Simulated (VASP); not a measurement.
# BaTiO3 (P4mm) in VASP: a series of runs, part 2 of 2

VASP 6.6.1.

## Step 3: Single point, r2SCAN (all Ba atoms moved +0.075 Å, as atom 1 along Cartesian [0 0 1])

The input, POSCAR:

```
BaTiO3
1.0
    3.9723167996      0.0000000000      0.0000000000
    0.0000000000      3.9723167996      0.0000000000
    0.0000000000      0.0000000000      4.1123825565
Ba Ti O
1 1 3
Direct
    0.0000000000      0.0000000000      1.0108485077
    0.5000000000      0.5000000000      0.4745255192
    0.5000000000      0.5000000000      0.0315737038
    0.5000000000      0.0000000000      0.5146449361
    0.0000000000      0.5000000000      0.5146449361
```

The input, INCAR.step1:

```
SYSTEM = BaTiO3
ALGO = Normal ; EDIFF = 1E-4
ENCUT = 520 ; GGA = PE
ISMEAR = 0 ; LASPH = .TRUE.
LCHARG = .FALSE. ; LREAL = .FALSE.
LWAVE = .TRUE. ; NBANDS = 28
NELM = 100 ; PREC = Accurate
SIGMA = 0.05
```

The input, INCAR.step2:

```
SYSTEM = BaTiO3
ALGO = Normal ; EDIFF = 1E-6
ENCUT = 520 ; ISIF = 2
ISMEAR = 0 ; ISTART = 1
LASPH = .TRUE. ; LCHARG = .FALSE.
LMIXTAU = .TRUE. ; LREAL = .FALSE.
LWAVE = .FALSE. ; METAGGA = R2SCAN
NBANDS = 28 ; NELM = 100
PREC = Accurate ; SIGMA = 0.05
```

The input, KPOINTS:

```
k-points
0
G
  8 8 8
  0 0 0
```

Potentials or basis: VASP PAW PBE potentials, release 64 (Ba_sv, Ti_sv, O).

Launch:

```console
> cat potpaw_PBE.64/Ba_sv/POTCAR potpaw_PBE.64/Ti_sv/POTCAR potpaw_PBE.64/O/POTCAR > POTCAR
> cp INCAR.step1 INCAR
> mpirun -np 1 vasp_std > vasp.out
> cp INCAR.step2 INCAR
> mpirun -np 1 vasp_std > vasp.out
```

Wall time 5.7 min (1 thread of Intel Xeon Platinum 8488C (Sapphire Rapids), shared host); peak memory 0.27 GiB.

The run converged. Its results:

```
Free energy            : -74.2434 eV
Pressure               : 1.9 GPa
Largest force          : 0.476 eV/Å
Band gap on the k mesh : 2.18 eV (least direct gap 2.69 eV)
```

Forces in eV/Å, atoms in the order of the input:
```
Ba   0.000  0.000 -0.453
Ti   0.000  0.000  0.476
O    0.000  0.000 -0.092
O    0.000  0.000  0.035
O    0.000  0.000  0.035
```

Stress tensor (GPa, compression positive):
```
1.98 0.00 0.00
0.00 1.98 0.00
0.00 0.00 1.76
```

Levels at points of the mesh, in eV from the valence-band top:
```tsv
k point	band 18	band 19	band 20	band 21	band 22	band 23
(0.00, 0.00, 0.00)	-0.75	-0.51	-0.51	2.18	2.65	2.65
(0.50, 0.00, 0.00)	-1.71	-1.43	-1.23	2.78	3.89	3.97
(0.50, 0.50, 0.00)	-1.21	-1.21	-0.07	4.01	4.01	4.36
(0.00, 0.00, 0.50)	-2.04	-0.78	-0.78	2.32	3.88	3.88
(0.50, 0.00, 0.50)	-1.11	-1.05	-0.45	3.90	3.92	4.25
(0.50, 0.50, 0.50)	-0.36	-0.36	0.00	4.48	4.48	4.56
```

Caveat: the cell differs from its parent crystal (all Ba atoms moved +0.075 Å, as atom 1 along Cartesian [0 0 1]); the PAW data sets were made with another functional, which shifts forces and pressure a little; spin-orbit coupling is left out, which moves the levels of the heavy elements. A k mesh can miss the band edges.

## Step 4: Single point, r2SCAN (all Ba atoms moved -0.050 Å, as atom 1 along Cartesian [0 0 1])

POSCAR: that of step 3 with these lines changed.

```diff
@@ -8,3 +8,3 @@
 Direct
-    0.0000000000      0.0000000000      1.0108485077
+    0.0000000000      0.0000000000      0.9804525029
     0.5000000000      0.5000000000      0.4745255192
```

The input, INCAR.step1:

```
SYSTEM = BaTiO3
PREC = Accurate
ENCUT = 520
ISMEAR = 0
SIGMA = 0.05
LREAL = .FALSE.
LASPH = .TRUE.
NELM = 60
NBANDS = 28
GGA = PE
ALGO = Normal
EDIFF = 1E-4
LWAVE = .TRUE.
LCHARG = .FALSE.
```

The input, INCAR.step2:

```
SYSTEM = BaTiO3
PREC = Accurate
ENCUT = 520
EDIFF = 1E-6
ISMEAR = 0
SIGMA = 0.05
LREAL = .FALSE.
LASPH = .TRUE.
NELM = 60
ALGO = Normal
ISIF = 2
LWAVE = .FALSE.
LCHARG = .TRUE.
METAGGA = R2SCAN
LMIXTAU = .TRUE.
LELF = .TRUE.
LVHAR = .TRUE.
NBANDS = 28
ISTART = 1
```

The input, KPOINTS:

```
Automatic mesh
0
G
  8 8 8
  0 0 0
```

Launch:

```console
> cat potpaw_PBE.64/Ba_sv/POTCAR potpaw_PBE.64/Ti_sv/POTCAR potpaw_PBE.64/O/POTCAR > POTCAR
> cp INCAR.step1 INCAR
> mpirun -np 1 vasp_std > vasp.out
> cp INCAR.step2 INCAR
> mpirun -np 1 vasp_std > vasp.out
```

It took 6 min on 1 thread of Intel Xeon Platinum 8488C (Sapphire Rapids), shared host; peak memory 0.27 GiB.

It converged, with:

```
Free energy            : -74.2496 eV
Pressure               : 2.1 GPa
Largest force          : 0.369 eV/Å
Band gap on the k mesh : 2.24 eV (least direct gap 2.73 eV)
```

Forces on the atoms (eV/Å):
```
Ba   0.000  0.000  0.369
Ti   0.000  0.000 -0.056
O    0.000  0.000 -0.202
O    0.000  0.000 -0.056
O    0.000  0.000 -0.056
```

Stress tensor (GPa, compression positive):
```
2.01 0.00 0.00
0.00 2.01 0.00
0.00 0.00 2.37
```

Levels at points of the mesh, in eV from the valence-band top:
| k point | band 16 | band 17 | band 18 | band 19 | band 20 | band 21 | band 22 | band 23 | band 24 | band 25 |
| --- | --- | --- | --- | --- | --- | --- | --- | --- | --- | --- |
| (0.00, 0.00, 0.00) | -1.59 | -1.31 | -0.71 | -0.49 | -0.49 | 2.24 | 2.73 | 2.73 | 4.40 | 4.58 |
| (0.50, 0.00, 0.00) | -2.02 | -1.93 | -1.69 | -1.39 | -1.20 | 2.81 | 3.92 | 4.00 | 4.48 | 6.16 |
| (0.50, 0.50, 0.00) | -2.96 | -1.99 | -1.06 | -1.06 | -0.07 | 4.03 | 4.03 | 4.43 | 4.77 | 8.13 |
| (0.00, 0.00, 0.50) | -2.11 | -2.03 | -2.02 | -0.74 | -0.74 | 2.37 | 3.93 | 3.93 | 4.40 | 6.44 |
| (0.50, 0.00, 0.50) | -2.67 | -1.85 | -1.08 | -1.03 | -0.38 | 3.95 | 3.96 | 4.27 | 5.27 | 7.85 |
| (0.50, 0.50, 0.50) | -2.57 | -2.57 | -0.32 | -0.32 | 0.00 | 4.53 | 4.53 | 4.61 | 6.87 | 7.26 |

Caveat: the cell differs from its parent crystal (all Ba atoms moved -0.050 Å, as atom 1 along Cartesian [0 0 1]); the PAW data sets were made with another functional, which shifts forces and pressure a little; spin-orbit coupling is left out, which moves the levels of the heavy elements.

## Step 5: Single point, r2SCAN (all Ba atoms moved +0.025 Å, as atom 1 along Cartesian [0 0 1])

POSCAR: that of step 4 with these lines changed.

```diff
@@ -8,3 +8,3 @@
 Direct
-    0.0000000000      0.0000000000      0.9804525029
+    0.0000000000      0.0000000000      0.9986901058
     0.5000000000      0.5000000000      0.4745255192
```

The input, INCAR.step1:

```
SYSTEM = BaTiO3
  PREC = Accurate
  ENCUT = 520
  ISMEAR = 0
  SIGMA = 0.05
  LREAL = .False.
  LASPH = .True.
  NELM = 60
  NBANDS = 28
  GGA = PE
  ALGO = Normal
  EDIFF = 1E-4
  LWAVE = .True.
  LCHARG = .False.
```

The input, INCAR.step2:

```
SYSTEM = BaTiO3
  PREC = Accurate
  ENCUT = 520
  EDIFF = 1E-6
  ISMEAR = 0
  SIGMA = 0.05
  LREAL = .False.
  LASPH = .True.
  NELM = 60
  ALGO = Normal
  ISIF = 2
  LWAVE = .False.
  LCHARG = .False.
  METAGGA = R2SCAN
  LMIXTAU = .True.
  NBANDS = 28
  ISTART = 1
```

The input, KPOINTS:

```
regular mesh
0
Gamma
  8 8 8
  0 0 0
```

Launch:

```console
> cat potpaw_PBE.64/Ba_sv/POTCAR potpaw_PBE.64/Ti_sv/POTCAR potpaw_PBE.64/O/POTCAR > POTCAR
> cp INCAR.step1 INCAR
> mpirun -np 1 vasp_std > vasp.out
> cp INCAR.step2 INCAR
> mpirun -np 1 vasp_std > vasp.out
```

Wall time 6.5 min (1 thread of Intel Xeon Platinum 8488C (Sapphire Rapids), shared host); peak memory 0.27 GiB.

The run converged. Its results:

| Property | Result |
| --- | --- |
| Free energy | -74.2581 eV |
| Pressure | 1.9 GPa |
| Largest force | 0.270 eV/Å |
| Band gap on the k mesh | 2.20 eV (least direct gap 2.71 eV) |

Forces on the atoms (eV/Å):
```
Ba   0.000  0.000 -0.134
Ti   0.000  0.000  0.270
O    0.000  0.000 -0.139
O    0.000  0.000  0.001
O    0.000  0.000  0.001
```

Levels at points of the mesh, in eV from the valence-band top:
```
           k point  band 17  band 18  band 19  band 20  band 21  band 22  band 23  band 24
(0.00, 0.00, 0.00)    -1.32    -0.74    -0.51    -0.51     2.20     2.68     2.68     4.37
(0.50, 0.00, 0.00)    -1.96    -1.73    -1.42    -1.22     2.79     3.89     3.97     4.45
(0.50, 0.50, 0.00)    -2.03    -1.16    -1.16    -0.07     4.01     4.01     4.38     4.78
(0.00, 0.00, 0.50)    -2.06    -2.04    -0.77    -0.77     2.33     3.89     3.89     4.36
(0.50, 0.00, 0.50)    -1.88    -1.11    -1.05    -0.43     3.91     3.93     4.25     5.24
(0.50, 0.50, 0.50)    -2.61    -0.35    -0.35     0.00     4.49     4.49     4.58     6.82
```

Caveat: the cell differs from its parent crystal (all Ba atoms moved +0.025 Å, as atom 1 along Cartesian [0 0 1]); the PAW data sets were made with another functional, which shifts forces and pressure a little; spin-orbit coupling is left out, which moves the levels of the heavy elements.

## Step 6: Single point, r2SCAN (all Ba atoms moved +0.100 Å, as atom 1 along Cartesian [0 0 1])

POSCAR: that of step 5 with these lines changed.

```diff
@@ -8,3 +8,3 @@
 Direct
-    0.0000000000      0.0000000000      0.9986901058
+    0.0000000000      0.0000000000      1.0169277087
     0.5000000000      0.5000000000      0.4745255192
```

The input, INCAR.step1:

```
SYSTEM = BaTiO3
  ALGO = Normal
  EDIFF = 1E-4
  ENCUT = 520
  GGA = PE
  ISMEAR = 0
  LASPH = .TRUE.
  LCHARG = .FALSE.
  LREAL = .FALSE.
  LWAVE = .TRUE.
  NBANDS = 28
  NELM = 100
  PREC = Accurate
  SIGMA = 0.05
```

The input, INCAR.step2:

```
SYSTEM = BaTiO3
  ALGO = Normal
  EDIFF = 1E-7
  ENCUT = 520
  ISIF = 2
  ISMEAR = 0
  ISTART = 1
  LASPH = .TRUE.
  LCHARG = .FALSE.
  LMIXTAU = .TRUE.
  LREAL = .FALSE.
  LWAVE = .FALSE.
  METAGGA = R2SCAN
  NBANDS = 28
  NELM = 100
  PREC = Accurate
  SIGMA = 0.05
```

The input, KPOINTS:

```
k-points
0
G
  8 8 8
  0 0 0
```

Potentials or basis: VASP PAW PBE potentials, release 64 (Ba_sv, Ti_sv, O).

Launch:

```console
> cat potpaw_PBE.64/Ba_sv/POTCAR potpaw_PBE.64/Ti_sv/POTCAR potpaw_PBE.64/O/POTCAR > POTCAR
> cp INCAR.step1 INCAR
> mpirun -np 1 vasp_std > vasp.out
> cp INCAR.step2 INCAR
> mpirun -np 1 vasp_std > vasp.out
```

Wall time 8.1 min (1 thread of Intel Xeon Platinum 8488C (Sapphire Rapids), shared host); peak memory 0.27 GiB.

It converged, with:

```yaml
Free_energy: -74.2300 eV
Pressure: 2.0 GPa
Largest_force: 0.614 eV/Å
Band_gap_on_the_k_mesh: 2.18 eV (least direct gap 2.68 eV)
```

Forces on the atoms (eV/Å):
```
Ba   0.000  0.000 -0.614
Ti   0.000  0.000  0.577
O    0.000  0.000 -0.066
O    0.000  0.000  0.052
O    0.000  0.000  0.052
```

Stress tensor (GPa, compression positive):
```
2.09 0.00 0.00
0.00 2.09 0.00
0.00 0.00 1.72
```

Levels at points of the mesh, in eV from the valence-band top:
| k point | band 18 | band 19 | band 20 | band 21 | band 22 | band 23 |
| --- | --- | --- | --- | --- | --- | --- |
| (0.00, 0.00, 0.00) | -0.75 | -0.51 | -0.51 | 2.18 | 2.64 | 2.64 |
| (0.50, 0.00, 0.00) | -1.68 | -1.43 | -1.22 | 2.78 | 3.89 | 3.97 |
| (0.50, 0.50, 0.00) | -1.23 | -1.23 | -0.07 | 4.01 | 4.01 | 4.35 |
| (0.00, 0.00, 0.50) | -2.04 | -0.79 | -0.79 | 2.31 | 3.88 | 3.88 |
| (0.50, 0.00, 0.50) | -1.11 | -1.05 | -0.45 | 3.89 | 3.92 | 4.25 |
| (0.50, 0.50, 0.50) | -0.36 | -0.36 | 0.00 | 4.47 | 4.47 | 4.56 |

Caveat: the cell differs from its parent crystal (all Ba atoms moved +0.100 Å, as atom 1 along Cartesian [0 0 1]); the PAW data sets were made with another functional, which shifts forces and pressure a little; spin-orbit coupling is left out, which moves the levels of the heavy elements.

## Step 7: Overview

| cell | gap on the mesh (eV) | pressure (GPa) | largest force (eV/Å) |
| --- | --- | --- | --- |
| as given, atomic positions A | 2.27 | 2.5 | 0.72 |
| as given, atomic positions B | 2.18 | 1.9 | 0.48 |
| as given, atomic positions C | 2.24 | 2.1 | 0.37 |
| as given, atomic positions D | 2.20 | 1.9 | 0.27 |
| as given, atomic positions E | 2.18 | 2.0 | 0.61 |

Alike in all rows: task single point; level r2SCAN; potentials or basis VASP PAW PBE potentials, release 64 (Ba_sv, Ti_sv, O); no spin polarisation; k mesh 8 × 8 × 8; cutoff (eV) 520; smearing gaussian 0.05 eV.

Caveats: the PAW data sets were made with another functional, which shifts forces and pressure a little; spin-orbit coupling is left out, which moves the levels of the heavy elements.

Total energies depend on the potentials used, so only differences within one code and one set of settings carry meaning.
